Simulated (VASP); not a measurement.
A run of VASP 6.6.1:

INCAR

```
ALGO = Fast
EDIFF = 1E-7
ENCUT = 520
GGA = PS
ISIF = 2
ISMEAR = 0
LASPH = T
LCHARG = F
LREAL = F
LWAVE = F
NBANDS = 19
NELM = 100
PREC = Accurate
SIGMA = 0.15
```

File KPOINTS:

```
k-points
0
Gamma
  14 14 12
```

The input POSCAR:

```
CaPb
1.0
    3.4344721685      0.0000000000      0.0000000000
    0.0000000000      3.4344721685      0.0000000000
    0.0000000000      0.0000000000      4.8415754160
Ca Pb
1 1
Direct
    0.0000000000      0.0000000000      0.0000000000
    0.5000000000      0.5000000000      0.5000000000
```

Potentials or basis: VASP PAW PBE potentials, release 64 (Ca_sv, Pb_d).

The run is started by

```sh
$ cat potpaw_PBE.64/Ca_sv/POTCAR potpaw_PBE.64/Pb_d/POTCAR > POTCAR
$ mpirun -np 1 vasp_std > vasp.out
```

Hardware: 1 thread of AMD EPYC 9R45 (Zen 5) (shared host).

How long does it take, and how much memory?

Wall time 4.3 min on 1 thread of AMD EPYC 9R45 (Zen 5) (shared host), peak memory 0.36 GiB. Counts: scf iterations 23, k points 252.
